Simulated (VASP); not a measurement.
# Te (P6_3/mmc) in VASP: a series of runs, part 2 of 2

VASP 6.6.1. The steps go on from the part before.

## (3) Relaxation of cell and atoms, PBE

This run uses another cell than the first one, of 31.42 Å³/atom.

INCAR

```
ALGO = Normal
EDIFF = 1E-6
EDIFFG = -0.005
ENCUT = 600
GGA = PE
IBRION = 2
ISIF = 3
ISMEAR = -1
LASPH = True
LCHARG = False
LREAL = False
LWAVE = False
NELM = 60
NSW = 45
PREC = Accurate
SIGMA = 0.05
```

KPOINTS

```
k-points
0
Gamma
  14 14 8
```

POSCAR

```
Te
1.0
    4.0618720085      0.0000000000      0.0000000000
   -2.0309360043      3.5176843462      0.0000000000
    0.0000000000      0.0000000000      4.3973957759
Te
2
Direct
    0.3333333333      0.6666666667      0.2500000000
    0.6666666667      0.3333333333      0.7500000000
```

Potentials or basis: VASP PAW PBE potentials, release 64 (Te).

The run is started by

```console
$ cat potpaw_PBE.64/Te/POTCAR > POTCAR
$ mpirun -np 1 vasp_std > vasp.out
```

OUTCAR:

```text
EDIFF = 1E-6
   EDIFFG = -0.005
   ENCUT = 600
   GGA = PE
   IBRION = 2
   ISIF = 3
   ISMEAR = -1
   LASPH = True
   LREAL = False
   NELM = 60
   NSW = 45
   PREC = Accurate

 ion  position               nearest neighbor table
   1  0.333  0.667  0.250-   2 3.21   2 3.21   2 3.21   2 3.21   2 3.21   2 3.21
   2  0.667  0.333  0.750-   1 3.21   1 3.21   1 3.21   1 3.21   1 3.21   1 3.21

  LATTYP: Found a hexagonal cell.
 ALAT       =     4.0618720085
 C/A-ratio  =     1.0826032348

  Lattice vectors:

 A1 = (   4.0618720085,   0.0000000000,   0.0000000000)
 A2 = (  -2.0309360043,   3.5176843462,   0.0000000000)
 A3 = (   0.0000000000,   0.0000000000,   4.3973957759)

Analysis of symmetry for initial positions (statically):
=====================================================================
 Subroutine PRICEL returns:
 Original cell was already a primitive cell.

 Routine SETGRP: Setting up the symmetry group for a
 hexagonal supercell.

 Subroutine GETGRP returns: Found 24 space group operations
 (whereof 12 operations were pure point group operations)
 out of a pool of 24 trial point group operations.

The static configuration has the point symmetry D_3d.
 The point group associated with its full space group is D_6h.

Analysis of symmetry for dynamics (positions and initial velocities):
=====================================================================
 Subroutine PRICEL returns:
 Original cell was already a primitive cell.

 Routine SETGRP: Setting up the symmetry group for a
 hexagonal supercell.

 Subroutine GETGRP returns: Found 24 space group operations
 (whereof 12 operations were pure point group operations)
 out of a pool of 24 trial point group operations.

The dynamic configuration has the point symmetry D_3d.
 The point group associated with its full space group is D_6h.

 Subroutine INISYM returns: Found 24 space group operations
 (whereof 12 operations are pure point group operations),
 and found     1 'primitive' translations

----------------------------------------------------------------------------------------

                                     Primitive cell

  volume of cell :      62.8317

  direct lattice vectors                    reciprocal lattice vectors
     4.061872008  0.000000000  0.000000000     0.246191903  0.142138962  0.000000000
    -2.030936004  3.517684346  0.000000000     0.000000000  0.284277923  0.000000000
     0.000000000  0.000000000  4.397395776     0.000000000  0.000000000  0.227407323

  length of vectors
     4.061872008  4.061872008  4.397395776     0.284277923  0.284277923  0.227407323

  position of ions in fractional coordinates (direct lattice)
     0.333333333  0.666666667  0.250000000
     0.666666667  0.333333333  0.750000000

  ion indices of the primitive-cell ions
   primitive index   ion index
                 1           1
                 2           2

----------------------------------------------------------------------------------------

 KPOINTS: k-points

Automatic generation of k-mesh.
 Grid dimensions read from file:
[... 52 lines left out ...]
   ions per type =               2
   NGX,Y,Z   is equivalent  to a cutoff of  13.10, 13.10, 13.61 a.u.
   NGXF,Y,Z  is equivalent  to a cutoff of  26.19, 26.19, 27.22 a.u.
 SYSTEM =  unknown system
   PREC   = accura    normal or accurate (medium, high low for compatibility)
   ISTART =      0    job   : 0-new  1-cont  2-samecut
   ICHARG =      2    charge: 1-file 2-atom 10-const
   ISPIN  =      1    spin polarized calculation?
   LNONCOLLINEAR =      F non collinear calculations
   LSORBIT =      F    spin-orbit coupling
   LASPH  =      T    aspherical Exc in radial PAW
   ENCUT  =  600.0 eV  44.10 Ry    6.64 a.u.   8.11  8.11  8.78*2*pi/ulx,y,z
   NELM   =     60;   NELMIN=  2; NELMDL= -5     # of ELM steps
   EDIFF  = 0.1E-05   stopping-criterion for ELM
   LREAL  =      F    real-space projection
   EDIFFG = -.5E-02   stopping-criterion for IOM
   NSW    =     45    number of steps for IOM
   IBRION =      2    ionic relax: 0-MD 1-quasi-New 2-CG
   NFREE  =      1    steps in history (QN), initial steepest desc. (CG)
   ISIF   =      3    stress and relaxation
   ISYM   =      2    0-nonsym 1-usesym 2-fastsym
   POTIM  = 0.5000    time-step for ionic-motion
   TEBEG  =    0.0;   TEEND  =   0.0 temperature during run
   PSTRESS=    0.0 pullay stress
   NELECT =      12.0000    total number of electrons
   NUPDOWN=      -1.0000    fix difference up-down
   EMIN   =  10.00;   EMAX   =-10.00  energy-range for DOS
   EFERMI =   0.00;   METHOD = LEGACY
   ISMEAR =    -1;   SIGMA  =   0.05  broadening in eV -4-tet -1-fermi 0-gaus
   EFERMI_NEDOS =   21; number of points for ismear=-14 and -15
   IALGO  =     38    algorithm
   IMIX   =      4    mixing-type and parameters
     AMIX     =   0.40;   BMIX     =  1.00
     AMIX_MAG =   1.60;   BMIX_MAG =  1.00
  volume/ion in A,a.u.               =      31.42       212.00
  Fermi-wavevector in a.u.,A,eV,Ry     =   0.942777  1.781590 12.093248  0.888829
  Thomas-Fermi vector in A             =   2.070420
   LORBIT       =      0    0 simple, 1 ext, 2 COOP (PROOUT), +10 PAW based schemes
   GGA     = PE    functional components
   LHFCALC =     F    Hartree Fock is set to
   AEXX    =    0.0000 exact exchange contribution
   IVDW    =     0    specifies the selected vdW correction
   LEPSILON=     F    determine dielectric tensor
   LRPA    =     F    only Hartree local field effects (RPA)
 conjugate gradient relaxation of ions
 non-spin polarized calculation
  energy-cutoff  :      600.00
  volume of cell :       62.83
 maximum number of plane-waves:      2112
   NGX = 17   NGY = 17   NGZ = 17

--------------------------------------- Ionic step        1  -------------------------------------------

 number of electron      11.9999999 magnetization

 Free energy of the ion-electron system (eV)
  ---------------------------------------------------
  ext. energy  EPLUGINS =         0.00000000
  ---------------------------------------------------
  free energy    TOTEN  =        -5.94190020 eV

  energy without entropy =       -5.93209065  energy(sigma->0) =       -5.93699542

------------------------ aborting loop because EDIFF is reached ----------------------------------------

  FORCE on cell =-STRESS in cart. coord.  units (eV):
  Direction    XX          YY          ZZ          XY          YZ          ZX
  --------------------------------------------------------------------------------------
  -------------------------------------------------------------------------------------
  Total       -0.0099060     -0.0099060     -0.0201936      0.0000000     -0.0000000      0.0000000
  in kB       -0.2525987     -0.2525987     -0.5149270      0.0000000     -0.0000000      0.0000000
  external PRESSURE =      -0.3400414 kB  Pullay stress =       0.0000000 kB
[... 59 lines left out ...]
--------------------------------------- Ionic step        3  -------------------------------------------

 number of electron      11.9999999 magnetization

 Free energy of the ion-electron system (eV)
  ---------------------------------------------------
  ext. energy  EPLUGINS =         0.00000000
  ---------------------------------------------------
  free energy    TOTEN  =        -5.94190464 eV

  energy without entropy =       -5.93209919  energy(sigma->0) =       -5.93700191

 E-fermi :   6.7813     XC(G=0):  -9.5218

 val. band max:        6.7259021117   @ k =   0.2143  -0.0000   0.3750
 cond. band min:       6.7928607621   @ k =   0.2143  -0.0000   0.0000
 fundamental gap:      0.0669586505
 Fermi energy:         6.7813124336

 k-point     1 :       0.0000    0.0000    0.0000
  band No.  band energies     occupation
      1      -6.8742      2.00000
      2      -1.8669      2.00000
      3       2.3122      2.00000
      4       4.9287      2.00000
      5       4.9287      2.00000
      6       7.6519      0.00000
      7       7.6519      0.00000
      8       9.9452      0.00000
      9      10.0537      0.00000
     10      12.6510      0.00000
[... 287 lines left out ...]
 k-point    24 :       0.3571    0.2857    0.0000
  band No.  band energies     occupation
      1      -4.6410      2.00000
      2      -4.2468      2.00000
      3       1.7197      2.00000
      4       4.9057      2.00000
      5       5.0916      2.00000
      6       5.4169      2.00000
      7       5.5764      2.00000
      8       7.7770      0.00000
      9      11.9786      0.00000
     10      12.6295      0.00000

 [... further k-points ...]

------------------------ aborting loop because EDIFF is reached ----------------------------------------

  FORCE on cell =-STRESS in cart. coord.  units (eV):
  Direction    XX          YY          ZZ          XY          YZ          ZX
  --------------------------------------------------------------------------------------
  -------------------------------------------------------------------------------------
  Total        0.0013452      0.0013452      0.0019975     -0.0000000      0.0000000      0.0000000
  in kB        0.0343227      0.0343227      0.0509671     -0.0000000      0.0000000      0.0000000
  external PRESSURE =       0.0398708 kB  Pullay stress =       0.0000000 kB
[... 17 lines left out ...]
  FREE ENERGIE OF THE ION-ELECTRON SYSTEM (eV)
  ---------------------------------------------------
  free  energy   TOTEN  =        -5.9419046375 eV

  energy  without entropy=       -5.9320991878  energy(sigma->0) =       -5.93700191

 reached required accuracy - stopping structural energy minimisation
```

CONTCAR:

```text
Te
   1.00000000000000
     4.0612359833450462    0.0000000000000090    0.0000000000000000
    -2.0306179917225071    3.5171335322583981   -0.0000000000000000
     0.0000000000000000   -0.0000000000000000    4.3959921280242957
  Te
     2
Direct
     0.3333333332999970    0.6666666667000030    0.2500000000000000
     0.6666666667000030    0.3333333332999970    0.7500000000000000

  0.00000000E+00  0.00000000E+00  0.00000000E+00
  0.00000000E+00  0.00000000E+00  0.00000000E+00
```

Wall time 38 s (1 thread of AMD EPYC 9R45 (Zen 5), shared host); peak memory 0.22 GiB.

Results:

```
Free energy                           : -5.9419 eV
Relaxed volume                        : 31.40 Å³/atom
Relaxed cell                          : a = 4.061 Å, b = 4.061 Å, c = 4.396 Å, α = 90.00°, β = 90.00°, γ = 120.00°
Space group after relaxing (to 0.1 Å) : P6_3/mmc (No. 194)
Energy gained by relaxing             : 0.0 meV/atom
Ionic steps                           : 3
Pressure after relaxing               : 0.0 GPa
Band gap on the k mesh                : zero (bands 6 and 7 overlap by 2.08 eV)
```

Final structure:
```
Te
1.0
     4.06124    0.00000    0.00000
    -2.03062    3.51713    0.00000
     0.00000    0.00000    4.39599
Te
2
Direct
  0.33333 0.66667 0.25000
  0.66667 0.33333 0.75000
```

Caveat: spin-orbit coupling is left out, which moves the levels of the heavy elements.
